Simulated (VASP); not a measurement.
# Si16N (a cell with a defect) in VASP: notebook, part 2 of 2

VASP 6.6.1. The steps go on from the part before.

### Step 3. Single point, PBE, collinear spin, ferromagnetic start

INCAR reads:

```
PREC = Accurate
ENCUT = 520
EDIFF = 1E-7
ISMEAR = -1
SIGMA = 0.05
LREAL = Auto
LASPH = True
NELM = 150
ALGO = Normal
ISIF = 2
LWAVE = False
LCHARG = True
ISPIN = 2
MAGMOM = 0 0 0 0 0 0 0 0 0 0 0 0 0 0 0 0 1
LORBIT = 11
GGA = PE
LELF = True
LVHAR = True
NBANDS = 52
```

KPOINTS reads:

```
regular mesh
0
Gamma
  2 2 2
```

POSCAR reads:

```
Si16N
1.0
    0.0000000000      5.4300000000      5.4300000000
    5.4300000000      0.0000000000      5.4300000000
    5.4300000000      5.4300000000      0.0000000000
Si N
16 1
Direct
    0.0292357274     -0.0415377532     -0.0445948435
    0.1575966851      0.0682780847      0.0912799263
    0.0549171271     -0.0218784530      0.4650276243
    0.1325874770      0.1347605893      0.6177992634
    0.0362983425      0.4379558011      0.0139042357
    0.1215930018      0.5680939227      0.1538213628
   -0.0372744015      0.5394843462      0.4931491713
    0.1054788214      0.6300828729      0.6442265193
    0.5263720074     -0.0674401473     -0.0838489871
    0.6482780847      0.0700276243      0.1145580110
    0.4884990792      0.1133425414      0.4741896869
    0.6657274401      0.2179189687      0.5965930018
    0.4617495396      0.4444935543      0.1077716390
    0.6469429098      0.5983241252      0.1976243094
    0.4862707182      0.5809116022      0.5520534070
    0.6138581952      0.6001012891      0.7357366483
    0.5669152855      0.8694198895      0.6748526703
```

Potentials or basis: VASP PAW PBE potentials, release 64 (Si, N).

Command:

```
$ cat potpaw_PBE.64/Si/POTCAR potpaw_PBE.64/N/POTCAR > POTCAR
$ mpirun -np 1 vasp_std > vasp.out
```

OUTCAR:

```text
PREC = Accurate
   ENCUT = 520
   EDIFF = 1E-7
   ISMEAR = -1
   LREAL = Auto
   LASPH = True
   NELM = 150
   ISIF = 2
   ISPIN = 2
   LORBIT = 11
   GGA = PE

 ion  position               nearest neighbor table
   1  0.029  0.958  0.955-   4 2.17   2 2.35  10 2.40   6 2.49
   2  0.158  0.068  0.091-   5 2.35   1 2.35   9 2.36   3 2.37
   3  0.055  0.978  0.465-   8 2.24   2 2.37   4 2.45  12 2.58
   4  0.133  0.135  0.618-   1 2.17  11 2.33   3 2.45   7 2.55
   5  0.036  0.438  0.014-   6 2.24   2 2.35   8 2.37  14 2.51
   6  0.122  0.568  0.154-  13 2.19   7 2.20   5 2.24   1 2.49
   7  0.963  0.539  0.493-   6 2.20  16 2.34   8 2.42   4 2.55
   8  0.105  0.630  0.644-   3 2.24   5 2.37   7 2.42  15 2.51
   9  0.526  0.933  0.916-  17 1.98   2 2.36  14 2.49  12 2.51  10 2.89  11 3.07  16 3.13
  10  0.648  0.070  0.115-   1 2.40  13 2.48  11 2.52   9 2.89
  11  0.488  0.113  0.474-  17 1.78   4 2.33  10 2.52  12 2.55  13 2.71   9 3.07
  12  0.666  0.218  0.597-  15 2.34   9 2.51  11 2.55   3 2.58  14 3.00
  13  0.462  0.444  0.108-   6 2.19  16 2.37  10 2.48  11 2.71  14 2.71
  14  0.647  0.598  0.198-  15 2.32   9 2.49   5 2.51  13 2.71  12 3.00
  15  0.486  0.581  0.552-  16 2.17  14 2.32  12 2.34   8 2.51
  16  0.614  0.600  0.736-  17 1.76  15 2.17   7 2.34  13 2.37   9 3.13
  17  0.567  0.869  0.675-  16 1.76  11 1.78   9 1.98

  LATTYP: Found a face centered cubic cell.
 ALAT       =    10.8600000000

  Lattice vectors:

 A1 = (   0.0000000000,   5.4300000000,   5.4300000000)
 A2 = (   5.4300000000,   0.0000000000,   5.4300000000)
 A3 = (   5.4300000000,   5.4300000000,   0.0000000000)

Analysis of symmetry for initial positions (statically):
=====================================================================
 Subroutine PRICEL returns:
 Original cell was already a primitive cell.

 Routine SETGRP: Setting up the symmetry group for a
 face centered cubic supercell.

 Subroutine GETGRP returns: Found  1 space group operations
 (whereof  1 operations were pure point group operations)
 out of a pool of 48 trial point group operations.
[... 592 lines left out ...]
 Fermi energy:         6.1520871860

 spin component 2

 k-point     1 :       0.0000    0.0000    0.0000
  band No.  band energies     occupation
      1      -9.6385      1.00000
      2      -5.7560      1.00000
      3      -4.0838      1.00000
      4      -3.8135      1.00000
      5      -3.3903      1.00000
      6      -3.3424      1.00000
[... 381 lines left out ...]
     45       9.6485      0.00000
     46       9.7771      0.00000
 [bands above 46 left out]

------------------------ aborting loop because EDIFF is reached ----------------------------------------

  FORCE on cell =-STRESS in cart. coord.  units (eV):
  Direction    XX          YY          ZZ          XY          YZ          ZX
  --------------------------------------------------------------------------------------
  -------------------------------------------------------------------------------------
  Total       -1.4979115      5.3622898      3.2853789     -1.3994832     -0.2247893     -0.6008855
  in kB       -7.4949242     26.8306616     16.4386656     -7.0024303     -1.1247520     -3.0065805
  external PRESSURE =      11.9248010 kB  Pullay stress =       0.0000000 kB

 VOLUME and BASIS-vectors are now :
 -----------------------------------------------------------------------------
  energy-cutoff  :      520.00
  volume of cell :      320.21
      direct lattice vectors                 reciprocal lattice vectors
     0.000000000  5.430000000  5.430000000    -0.092081031  0.092081031  0.092081031
     5.430000000  0.000000000  5.430000000     0.092081031 -0.092081031  0.092081031
     5.430000000  5.430000000  0.000000000     0.092081031  0.092081031 -0.092081031

 POSITION                                       TOTAL-FORCE (eV/Angst)
 -----------------------------------------------------------------------------------
     10.39230      5.34660      5.36320         1.341726      1.524789     -2.030672
      0.86640      1.35140      1.22650         0.339540      0.270961      0.062958
      7.83630      2.82330      5.60940         2.028092     -1.028559      0.837428
      4.08640      4.07460      1.45170        -1.069057     -2.582161      1.703097
      2.45360      0.27260      2.57520         0.266330     -1.315835     -1.181046
      3.92000      1.49550      3.74500         0.456897     -1.991580      1.366738
[... 9 lines left out ...]
      7.25360      7.32830      6.59180         1.279503      0.354249      1.570399
      8.38540      6.74280      7.79930         1.746319      1.855996     -0.950152
 -----------------------------------------------------------------------------------
    total drift:                               -0.008036     -0.001644      0.002974

  FREE ENERGIE OF THE ION-ELECTRON SYSTEM (eV)
  ---------------------------------------------------
  free  energy   TOTEN  =       -88.7644708149 eV

  energy  without entropy=      -88.7147675131  energy(sigma->0) =      -88.73961916

 total charge

# of ion       s       p       d       tot
------------------------------------------
    1        0.755   0.949   0.000   1.704
    2        0.750   0.929   0.000   1.679
    3        0.755   0.890   0.000   1.644
    4        0.765   0.930   0.000   1.695
    5        0.752   0.929   0.000   1.681
    6        0.753   0.993   0.000   1.746
[... 9 lines left out ...]
   16        0.754   0.946   0.000   1.700
   17        1.255   2.525   0.000   3.780
--------------------------------------------------
tot         13.477  16.845   0.000  30.322

 magnetization (x)

# of ion       s       p       d       tot
------------------------------------------
    1        0.000   0.000   0.000   0.000
    2        0.000   0.000   0.000   0.000
    3        0.000   0.000   0.000   0.000
    4        0.000   0.000   0.000   0.000
    5        0.000   0.000   0.000   0.000
    6        0.000   0.000   0.000   0.000
[... 9 lines left out ...]
   16        0.000   0.000   0.000   0.000
   17       -0.000  -0.000   0.000  -0.000
--------------------------------------------------
tot          0.000   0.000   0.000   0.000
```

OSZICAR:

```text
N       E                     dE             d eps       ncg     rms          rms(c)
DAV:   1     0.177976974605E+03    0.17798E+03   -0.26659E+04  1664   0.110E+03
DAV:   2    -0.720707908288E+02   -0.25005E+03   -0.23515E+03  2016   0.170E+02
DAV:   3    -0.917908950422E+02   -0.19720E+02   -0.19294E+02  2132   0.439E+01
DAV:   4    -0.922612706164E+02   -0.47038E+00   -0.46896E+00  2080   0.815E+00
DAV:   5    -0.922714329574E+02   -0.10162E-01   -0.10155E-01  2092   0.116E+00    0.168E+01
DAV:   6    -0.886959129717E+02    0.35755E+01   -0.10455E+01  2552   0.181E+01    0.958E+00
DAV:   7    -0.888864292165E+02   -0.19052E+00   -0.62317E+00  1784   0.803E+00    0.533E+00
DAV:   8    -0.887972537354E+02    0.89175E-01   -0.11325E+00  2056   0.382E+00    0.202E+00
DAV:   9    -0.887561084981E+02    0.41145E-01   -0.14991E-01  2296   0.199E+00    0.725E-01
DAV:  10    -0.887644990764E+02   -0.83906E-02   -0.10307E-01  1896   0.102E+00    0.476E-01
DAV:  11    -0.887638032109E+02    0.69587E-03   -0.52389E-03  2088   0.357E-01    0.226E-01
DAV:  12    -0.887645112866E+02   -0.70808E-03   -0.57445E-03  1928   0.256E-01    0.108E-01
DAV:  13    -0.887644355733E+02    0.75713E-04   -0.11104E-03  2576   0.155E-01    0.419E-02
DAV:  14    -0.887644737505E+02   -0.38177E-04   -0.32407E-04  1832   0.666E-02    0.284E-02
DAV:  15    -0.887644681854E+02    0.55651E-05   -0.86327E-05  2112   0.345E-02    0.881E-03
DAV:  16    -0.887644703696E+02   -0.21842E-05   -0.16225E-05  1936   0.178E-02    0.422E-03
DAV:  17    -0.887644708047E+02   -0.43504E-06   -0.19586E-06  2144   0.486E-03    0.213E-03
DAV:  18    -0.887644708149E+02   -0.10214E-07   -0.28903E-07  1712   0.269E-03
   1 F= -.88764471E+02 E0= -.88739619E+02  d E =-.497033E-01  mag=     0.0000
```

stdout:

```text
POSCAR found type information on POSCAR SiN
 POSCAR found :  2 types and      17 ions
 scaLAPACK will be used
 LDA part: xc-table for (Slater+PW92), standard interpolation
 POSCAR, INCAR and KPOINTS ok, starting setup
 FFT: planning ... GRIDC
 FFT: planning ... GRID_SOFT
 FFT: planning ... GRID
 WAVECAR not read
 entering main loop
```

It took 8.5 min on 1 thread of AMD EPYC 9R14 (Zen 4), shared host; peak memory 0.68 GiB.

What came out:

```
Free energy                                           : -88.7645 eV
Pressure                                              : 1.2 GPa
Largest force                                         : 3.273 eV/Å
Net moment                                            : 0.00 μB per cell
Valence electrons inside the program's atomic spheres : Si 1.70, 1.68, 1.64, 1.75, 1.69, 1.67, 1.55, 1.59, 1.61, 1.58, 1.71; N 3.78
```

Forces on the atoms (eV/Å):
```
Si   1.342  1.525 -2.031
Si   0.340  0.271  0.063
Si   2.028 -1.029  0.837
Si  -1.069 -2.582  1.703
Si   0.266 -1.316 -1.181
Si   0.457 -1.992  1.367
Si   0.761  2.494 -1.650
Si  -0.879  0.751 -0.117
Si  -0.896 -0.483  0.901
Si   0.843  0.007 -0.459
Si  -0.849  1.595  0.412
Si  -1.309  0.051 -1.141
Si  -1.554  2.014  1.770
Si  -1.376 -1.410  0.433
Si  -1.129 -2.107 -1.528
Si   1.280  0.354  1.570
N    1.746  1.856 -0.950
```

Stress tensor (GPa, compression positive):
```
-0.75 -0.70 -0.30
-0.70  2.68 -0.11
-0.30 -0.11  1.64
```

Levels at points of the mesh, in eV from the Fermi level:
Spin up:
| k point | band 30 | band 31 | band 32 | band 33 | band 34 | band 35 | band 36 | band 37 | band 38 | band 39 |
| --- | --- | --- | --- | --- | --- | --- | --- | --- | --- | --- |
| (0.00, 0.00, 0.00) | -1.00 | -0.80 | -0.74 | -0.30 | -0.09 | 0.09 | 0.23 | 0.37 | 0.42 | 0.72 |
| (0.50, 0.00, 0.00) | -1.58 | -1.22 | -0.95 | -0.49 | -0.39 | 0.00 | 0.63 | 0.77 | 1.12 | 1.15 |
| (0.00, 0.50, 0.00) | -1.54 | -1.25 | -0.87 | -0.66 | -0.16 | 0.09 | 0.51 | 0.80 | 0.88 | 1.08 |
| (0.00, 0.00, 0.50) | -1.63 | -1.51 | -0.98 | -0.48 | -0.28 | 0.03 | 0.45 | 1.01 | 1.23 | 1.36 |
| (0.50, 0.50, 0.50) | -1.23 | -1.14 | -0.94 | -0.81 | -0.54 | -0.39 | 0.53 | 0.79 | 1.08 | 1.18 |
| (0.50, 0.50, 0.00) | -1.75 | -1.52 | -1.14 | -0.71 | -0.39 | -0.20 | 0.89 | 1.23 | 1.41 | 1.62 |
| (0.00, 0.50, 0.50) | -1.67 | -1.32 | -1.07 | -0.86 | -0.42 | -0.09 | 0.66 | 0.84 | 1.52 | 1.79 |
| (0.50, 0.00, 0.50) | -1.60 | -1.34 | -1.05 | -0.98 | -0.18 | 0.06 | 0.82 | 1.15 | 1.56 | 1.65 |
Spin down:
| k point | band 32 | band 33 | band 34 | band 35 | band 36 | band 37 |
| --- | --- | --- | --- | --- | --- | --- |
| (0.00, 0.00, 0.00) | -0.74 | -0.30 | -0.09 | 0.09 | 0.23 | 0.37 |
| (0.50, 0.00, 0.00) | -0.95 | -0.49 | -0.39 | 0.00 | 0.63 | 0.77 |
| (0.00, 0.50, 0.00) | -0.87 | -0.66 | -0.16 | 0.09 | 0.51 | 0.80 |
| (0.00, 0.00, 0.50) | -0.98 | -0.48 | -0.28 | 0.03 | 0.45 | 1.01 |
| (0.50, 0.50, 0.50) | -0.94 | -0.81 | -0.54 | -0.39 | 0.53 | 0.79 |
| (0.50, 0.50, 0.00) | -1.14 | -0.71 | -0.39 | -0.20 | 0.89 | 1.23 |
| (0.00, 0.50, 0.50) | -1.07 | -0.86 | -0.42 | -0.09 | 0.66 | 0.84 |
| (0.50, 0.00, 0.50) | -1.05 | -0.98 | -0.18 | 0.06 | 0.82 | 1.15 |

Caveat: the k points lie up to 0.50 Å⁻¹ apart.
